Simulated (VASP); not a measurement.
# Si3S2 in VASP: single point with PBE

Aim: the single point of Si3S2 with PBE.

Program: VASP 6.6.1. These are calculated values, not measurements. Logs are shortened: lines on timing, memory, paths and dates and some standing lists are left out, and cuts for length are marked.

## (1) The cell of the first run

The typed cell holds 5 atoms: a = 3.922 Å, b = 5.167 Å, c = 5.206 Å, α = 104.43°, β = 74.44°, γ = 106.80°.

## (2) Single point, PBE

File INCAR:

```
PREC     = Accurate       # precision mode
ENCUT    = 520            # plane-wave cutoff, eV
EDIFF    = 1E-7           # SCF threshold, eV
ISMEAR   = 0              # smearing method
SIGMA    = 0.1            # smearing width, eV
LREAL    = F              # projectors in reciprocal space
LASPH    = T              # aspherical terms in the spheres
NELM     = 60             # most SCF steps
ALGO     = Normal         # electronic algorithm
ISIF     = 2              # what is computed and relaxed
LWAVE    = F              # write WAVECAR
LCHARG   = F              # write CHGCAR
GGA      = PE             # functional
NBANDS   = 20             # bands
```

File KPOINTS:

```
regular mesh
0
Gamma
  6 6 4
```

File POSCAR:

```
Si3S2
1.0
    3.8748248010      0.2273522273      0.5606458946
   -1.7048578079      4.8370351026     -0.6274518629
    0.6978579478     -0.4738124550      5.1367888802
Si S
3 2
Direct
   -0.0000219274     -0.0000139347      0.0000170361
    0.4956955620      0.7577000671      0.7589238623
    0.5042901854      0.2423069801      0.2410846796
    0.5650408245      0.7012011094      0.3007019564
    0.4349953555      0.2988057781      0.6992724655
```

Potentials or basis: VASP PAW PBE potentials, release 64 (Si, S).

Started as:

```console
$ cat potpaw_PBE.64/Si/POTCAR potpaw_PBE.64/S/POTCAR > POTCAR
$ mpirun -np 1 vasp_std > vasp.out
```

OUTCAR:

```text
PREC = Accurate
   ENCUT = 520
   EDIFF = 1E-7
   ISMEAR = 0
   LREAL = F
   LASPH = T
   NELM = 60
   ISIF = 2
   GGA = PE

 ion  position               nearest neighbor table
   1  1.000  1.000  0.000-   4 2.45   5 2.45   2 2.48   3 2.48   3 2.50   2 2.50
   2  0.496  0.758  0.759-   5 2.26   4 2.28   1 2.48   1 2.50   5 2.97   3 3.07
   3  0.504  0.242  0.241-   4 2.26   5 2.28   1 2.48   1 2.50   4 2.97   2 3.07
   4  0.565  0.701  0.301-   3 2.26   2 2.28   1 2.45   3 2.97
   5  0.435  0.299  0.699-   2 2.26   3 2.28   1 2.45   2 2.97

  LATTYP: Found a triclinic cell.
 ALAT       =     9.1317176123
 B/A-ratio  =     0.6034027303
 C/A-ratio  =     1.3385769700
 COS(alpha) =     0.0098309395
 COS(beta)  =     0.5632172690
 COS(gamma) =     0.8170613120

  Lattice vectors:

 A1 = (   5.3469338463,   5.7655520122,  -4.6429489539)
 A2 = (   2.1699669931,   5.0643873299,  -0.0668059683)
 A3 = (   8.0587915143,  -3.4347057380,  -8.5248341083)

Analysis of symmetry for initial positions (statically):
=====================================================================
 Subroutine PRICEL returns:
 Original cell was already a primitive cell.

 Routine SETGRP: Setting up the symmetry group for a
 triclinic supercell.

 Subroutine GETGRP returns: Found  1 space group operations
 (whereof  1 operations were pure point group operations)
 out of a pool of  2 trial point group operations.

The static configuration has the point symmetry C_1 .

Analysis of symmetry for dynamics (positions and initial velocities):
=====================================================================
 Subroutine PRICEL returns:
 Original cell was already a primitive cell.

 Routine SETGRP: Setting up the symmetry group for a
 triclinic supercell.

 Subroutine GETGRP returns: Found  1 space group operations
 (whereof  1 operations were pure point group operations)
 out of a pool of  2 trial point group operations.

The dynamic configuration has the point symmetry C_1 .

 Subroutine INISYM returns: Found  1 space group operations
 (whereof  1 operations are pure point group operations),
 and found     1 'primitive' translations

----------------------------------------------------------------------------------------

                                     Primitive cell

  volume of cell :      95.5770

  direct lattice vectors                    reciprocal lattice vectors
     3.874824801  0.227352227  0.560645895     0.256856052  0.087046271 -0.026866090
    -1.704857808  4.837035103 -0.627451863    -0.014998391  0.204158988  0.020869033
     0.697857948 -0.473812455  5.136788880    -0.029866141  0.015437232  0.200155525

  length of vectors
     3.921770020  5.166927962  5.205583921     0.272532331  0.205770164  0.202959426

  position of ions in fractional coordinates (direct lattice)
     0.999978073  0.999986065  0.000017036
     0.495695562  0.757700067  0.758923862
     0.504290185  0.242306980  0.241084680
     0.565040825  0.701201109  0.300701956
     0.434995356  0.298805778  0.699272466

  ion indices of the primitive-cell ions
   primitive index   ion index
                 1           1
                 2           2
                 3           3
                 4           4
                 5           5

----------------------------------------------------------------------------------------

 KPOINTS: regular mesh

Automatic generation of k-mesh.
 Grid dimensions read from file:
 generate k-points for:    6    6    4

 Generating k-lattice:

  Cartesian coordinates                     Fractional coordinates (reciprocal lattice)
     0.042809342  0.014507712 -0.004477682     0.166666667  0.000000000  0.000000000
    -0.002499732  0.034026498  0.003478172    -0.000000000  0.166666667  0.000000000
    -0.007466535  0.003859308  0.050038881     0.000000000  0.000000000  0.250000000

  Length of vectors
     0.045422055  0.034295027  0.050739857

  Shift w.r.t. Gamma in fractional coordinates (k-lattice)
     0.000000000  0.000000000  0.000000000

 Subroutine IBZKPT returns following result:
 ===========================================

 Found     76 irreducible k-points:

 Following reciprocal coordinates:
            Coordinates               Weight
  0.000000  0.000000  0.000000      1.000000
  0.166667 -0.000000  0.000000      2.000000
  0.333333 -0.000000  0.000000      2.000000
  0.500000 -0.000000  0.000000      1.000000
  0.000000  0.166667  0.000000      2.000000
  0.166667  0.166667  0.000000      2.000000
[... 16 lines left out ...]
  0.333333 -0.000000  0.250000      2.000000
  0.500000 -0.000000  0.250000      2.000000
 [... further k-points ...]
   k-points           NKPTS =     76   k-points in BZ     NKDIM =     76   number of bands    NBANDS=     20
   number of dos      NEDOS =    301   number of ions     NIONS =      5
   total plane-waves  NPLWV =  48000
   dimension x,y,z NGX =    30 NGY =   40 NGZ =   40
   dimension x,y,z NGXF=    60 NGYF=   80 NGZF=   80
   ions per type =               3   2
   NGX,Y,Z   is equivalent  to a cutoff of  12.72, 12.87, 12.77 a.u.
   NGXF,Y,Z  is equivalent  to a cutoff of  25.43, 25.74, 25.55 a.u.
 SYSTEM =  unknown system
   PREC   = accura    normal or accurate (medium, high low for compatibility)
   ISTART =      0    job   : 0-new  1-cont  2-samecut
   ICHARG =      2    charge: 1-file 2-atom 10-const
   ISPIN  =      1    spin polarized calculation?
   LNONCOLLINEAR =      F non collinear calculations
   LSORBIT =      F    spin-orbit coupling
   LASPH  =      T    aspherical Exc in radial PAW
   ENCUT  =  520.0 eV  38.22 Ry    6.18 a.u.   7.29  9.61  9.68*2*pi/ulx,y,z
   NELM   =     60;   NELMIN=  2; NELMDL= -5     # of ELM steps
   EDIFF  = 0.1E-06   stopping-criterion for ELM
   LREAL  =      F    real-space projection
   EDIFFG = 0.1E-05   stopping-criterion for IOM
   NSW    =      0    number of steps for IOM
   IBRION =     -1    ionic relax: 0-MD 1-quasi-New 2-CG
   NFREE  =      0    steps in history (QN), initial steepest desc. (CG)
   ISIF   =      2    stress and relaxation
   ISYM   =      2    0-nonsym 1-usesym 2-fastsym
   POTIM  = 0.5000    time-step for ionic-motion
   TEBEG  =    0.0;   TEEND  =   0.0 temperature during run
   PSTRESS=    0.0 pullay stress
   NELECT =      24.0000    total number of electrons
   NUPDOWN=      -1.0000    fix difference up-down
   EMIN   =  10.00;   EMAX   =-10.00  energy-range for DOS
   EFERMI =   0.00;   METHOD = LEGACY
   ISMEAR =     0;   SIGMA  =   0.10  broadening in eV -4-tet -1-fermi 0-gaus
   EFERMI_NEDOS =   21; number of points for ismear=-14 and -15
   IALGO  =     38    algorithm
   IMIX   =      4    mixing-type and parameters
     AMIX     =   0.40;   BMIX     =  1.00
     AMIX_MAG =   1.60;   BMIX_MAG =  1.00
  volume/ion in A,a.u.               =      19.12       129.00
  Fermi-wavevector in a.u.,A,eV,Ry     =   1.032827  1.951759 14.513755  1.066731
  Thomas-Fermi vector in A             =   2.167043
   LORBIT       =      0    0 simple, 1 ext, 2 COOP (PROOUT), +10 PAW based schemes
   GGA     = PE    functional components
   LHFCALC =     F    Hartree Fock is set to
   AEXX    =    0.0000 exact exchange contribution
   IVDW    =     0    specifies the selected vdW correction
   LEPSILON=     F    determine dielectric tensor
   LRPA    =     F    only Hartree local field effects (RPA)
 non-spin polarized calculation
 Gauss-broadening in eV      SIGMA  =   0.10
  energy-cutoff  :      520.00
  volume of cell :       95.58
 maximum number of plane-waves:      2594
 NGX is ok and might be reduce to    30
   NGX = 15   NGY = 19   NGZ = 19

 number of electron      24.0000002 magnetization

 Free energy of the ion-electron system (eV)
  ---------------------------------------------------
  ext. energy  EPLUGINS =         0.00000000
  ---------------------------------------------------
  free energy    TOTEN  =       -24.70281132 eV

  energy without entropy =      -24.69944443  energy(sigma->0) =      -24.70112788

 E-fermi :   6.9118     XC(G=0):  -9.6834

 val. band max:        6.8321624774   @ k =   0.0000   0.0000   0.5000
 cond. band min:       6.9119794633   @ k =   0.1667   0.0000   0.5000
 fundamental gap:      0.0798169858
 Fermi energy:         6.9118315718

 k-point     1 :       0.0000    0.0000    0.0000
  band No.  band energies     occupation
      1      -9.2230      2.00000
      2      -6.8964      2.00000
      3      -3.1752      2.00000
      4      -1.5618      2.00000
      5      -0.2412      2.00000
      6      -0.0552      2.00000
[... 12 lines left out ...]
     19      11.6750      0.00000
     20      12.4107      0.00000

 k-point     2 :       0.1667   -0.0000    0.0000
  band No.  band energies     occupation
      1      -9.1155      2.00000
      2      -6.9030      2.00000
      3      -3.0276      2.00000
      4      -1.4894      2.00000
      5      -0.3538      2.00000
      6      -0.1277      2.00000
[... 12 lines left out ...]
     19      11.4683      0.00000
     20      12.5225      0.00000

 k-point     3 :       0.3333   -0.0000    0.0000
  band No.  band energies     occupation
      1      -8.8775      2.00000
      2      -6.9223      2.00000
      3      -2.6715      2.00000
      4      -1.2677      2.00000
      5      -0.7238      2.00000
      6      -0.3046      2.00000
[... 12 lines left out ...]
     19      12.2910      0.00000
     20      12.7534      0.00000

 k-point     4 :       0.5000   -0.0000    0.0000
  band No.  band energies     occupation
      1      -8.7438      2.00000
      2      -6.9373      2.00000
      3      -2.3882      2.00000
      4      -1.2332      2.00000
      5      -1.0866      2.00000
      6      -0.5591      2.00000
[... 12 lines left out ...]
     19      12.4663      0.00000
     20      13.0934      0.00000

 k-point     5 :       0.0000    0.1667    0.0000
  band No.  band energies     occupation
      1      -9.1119      2.00000
      2      -7.0449      2.00000
      3      -3.5126      2.00000
      4      -1.2986      2.00000
      5      -0.8198      2.00000
      6       0.3326      2.00000
[... 12 lines left out ...]
     19      11.7187      0.00000
     20      12.2068      0.00000

 k-point     6 :       0.1667    0.1667    0.0000
  band No.  band energies     occupation
      1      -8.9643      2.00000
      2      -7.1031      2.00000
      3      -3.3248      2.00000
      4      -1.5414      2.00000
      5      -0.9472      2.00000
      6       0.5245      2.00000
[... 12 lines left out ...]
     19      11.7363      0.00000
     20      12.2747      0.00000

 k-point     7 :       0.3333    0.1667   -0.0000
  band No.  band energies     occupation
      1      -8.7389      2.00000
      2      -7.0890      2.00000
      3      -2.9370      2.00000
      4      -1.7736      2.00000
      5      -0.7655      2.00000
      6      -0.0948      2.00000
[... 12 lines left out ...]
     19      12.1488      0.00000
     20      12.6031      0.00000
[... 277 lines left out ...]
 k-point    20 :       0.5000    0.5000   -0.0000
  band No.  band energies     occupation
      1      -8.4106      2.00000
      2      -7.2904      2.00000
      3      -2.8729      2.00000
      4      -2.8560      2.00000
      5       0.1368      2.00000
      6       0.5426      2.00000
[... 12 lines left out ...]
     19      13.2898      0.00000
     20      13.9000      0.00000

 k-point    21 :       0.0000    0.0000    0.2500
  band No.  band energies     occupation
      1      -8.9865      2.00000
      2      -7.2355      2.00000
      3      -3.6902      2.00000
      4      -1.2515      2.00000
      5      -0.9222      2.00000
      6       0.7347      2.00000
[... 12 lines left out ...]
     19      11.6982      0.00000
     20      12.4427      0.00000

 k-point    22 :       0.1667   -0.0000    0.2500
  band No.  band energies     occupation
      1      -8.9536      2.00000
      2      -7.1102      2.00000
      3      -3.6500      2.00000
      4      -1.0020      2.00000
      5      -0.5932      2.00000
      6       0.5436      2.00000
[... 12 lines left out ...]
     19      11.8365      0.00000
     20      12.3254      0.00000

 k-point    23 :       0.3333   -0.0000    0.2500
  band No.  band energies     occupation
      1      -8.7674      2.00000
      2      -7.0344      2.00000
      3      -3.2773      2.00000
      4      -1.4802      2.00000
      5      -0.2187      2.00000
      6       0.1896      2.00000
[... 12 lines left out ...]
     19      11.8760      0.00000
     20      12.6724      0.00000

 k-point    24 :       0.5000   -0.0000    0.2500
  band No.  band energies     occupation
      1      -8.5992      2.00000
      2      -7.0902      2.00000
      3      -2.6941      2.00000
      4      -2.3490      2.00000
      5      -0.4386      2.00000
      6      -0.0163      2.00000
[... 12 lines left out ...]
     19      11.9714      0.00000
     20      12.7262      0.00000

 [... further k-points ...]

------------------------ aborting loop because EDIFF is reached ----------------------------------------

  FORCE on cell =-STRESS in cart. coord.  units (eV):
  Direction    XX          YY          ZZ          XY          YZ          ZX
  --------------------------------------------------------------------------------------
  -------------------------------------------------------------------------------------
  Total       -0.0233726     -0.0638921     -0.0880412      0.0411965     -0.0259443      0.0090277
  in kB       -0.3917997     -1.0710359     -1.4758537      0.6905856     -0.4349103      0.1513331
  external PRESSURE =      -0.9795631 kB  Pullay stress =       0.0000000 kB

 VOLUME and BASIS-vectors are now :
 -----------------------------------------------------------------------------
  energy-cutoff  :      520.00
  volume of cell :       95.58
      direct lattice vectors                 reciprocal lattice vectors
     3.874824801  0.227352227  0.560645895     0.256856052  0.087046271 -0.026866090
    -1.704857808  4.837035103 -0.627451863    -0.014998391  0.204158988  0.020869033
     0.697857948 -0.473812455  5.136788880    -0.029866141  0.015437232  0.200155525

 POSITION                                       TOTAL-FORCE (eV/Angst)
 -----------------------------------------------------------------------------------
      2.16992      5.06431     -0.06672         0.000137      0.000396     -0.000358
      1.15858      3.41813      3.70092         0.012395     -0.023755     -0.014168
      1.70918      1.17247      1.36909        -0.011978      0.023432      0.013780
      1.20383      3.37772      1.42146         0.000910     -0.015691      0.006348
      1.66410      1.21291      3.64841        -0.001464      0.015618     -0.005602
 -----------------------------------------------------------------------------------
    total drift:                               -0.000001     -0.000001      0.000001

  FREE ENERGIE OF THE ION-ELECTRON SYSTEM (eV)
  ---------------------------------------------------
  free  energy   TOTEN  =       -24.7028113234 eV

  energy  without entropy=      -24.6994444294  energy(sigma->0) =      -24.70112788
```

It took 1.8 min on 1 thread of Intel Xeon Platinum 8259CL at 2.50GHz (Skylake/Cascade Lake), shared host; peak memory 0.27 GiB.

Results:

* Free energy: -24.7028 eV
* Pressure: -0.1 GPa
* Largest force: 0.030 eV/Å
* Band gap on the k mesh: zero (bands 12 and 13 overlap by 0.39 eV)

Forces on the atoms (eV/Å):
```
Si   0.000  0.000  0.000
Si   0.012 -0.024 -0.014
Si  -0.012  0.023  0.014
S    0.001 -0.016  0.006
S   -0.001  0.016 -0.006
```

Stress tensor (GPa, compression positive):
```
-0.04  0.07  0.02
 0.07 -0.11 -0.04
 0.02 -0.04 -0.15
```

Levels at points of the mesh, in eV from the Fermi level:
| k point | band 9 | band 10 | band 11 | band 12 | band 13 | band 14 | band 15 | band 16 |
| --- | --- | --- | --- | --- | --- | --- | --- | --- |
| (0.00, 0.00, 0.00) | -3.69 | -3.39 | -2.51 | -0.15 | 0.08 | 1.39 | 2.96 | 3.33 |
| (0.50, 0.00, 0.00) | -3.82 | -3.21 | -2.71 | -2.18 | 1.04 | 1.60 | 2.16 | 2.63 |
| (0.00, 0.50, 0.00) | -3.27 | -2.82 | -2.73 | -0.79 | 0.02 | 0.85 | 1.67 | 2.68 |
| (0.50, 0.50, 0.00) | -4.09 | -3.23 | -2.96 | -2.29 | 0.33 | 1.07 | 1.69 | 1.84 |
| (0.00, 0.00, 0.50) | -3.26 | -2.85 | -2.71 | -1.02 | -0.08 | 0.75 | 1.63 | 2.56 |
| (0.50, 0.00, 0.50) | -4.06 | -3.13 | -3.04 | -2.24 | 0.33 | 1.06 | 1.78 | 1.99 |
| (0.00, 0.50, 0.50) | -3.81 | -2.29 | -1.88 | 0.16 | 0.39 | 0.97 | 1.07 | 1.49 |
| (0.50, 0.50, 0.50) | -3.88 | -3.71 | -3.30 | -1.37 | 0.94 | 1.59 | 1.84 | 1.94 |

Caveat: semilocal functionals underestimate gaps, and a narrow one can read as zero.

The gap in the log of VASP goes by the Fermi energy; the results here count the filled bands.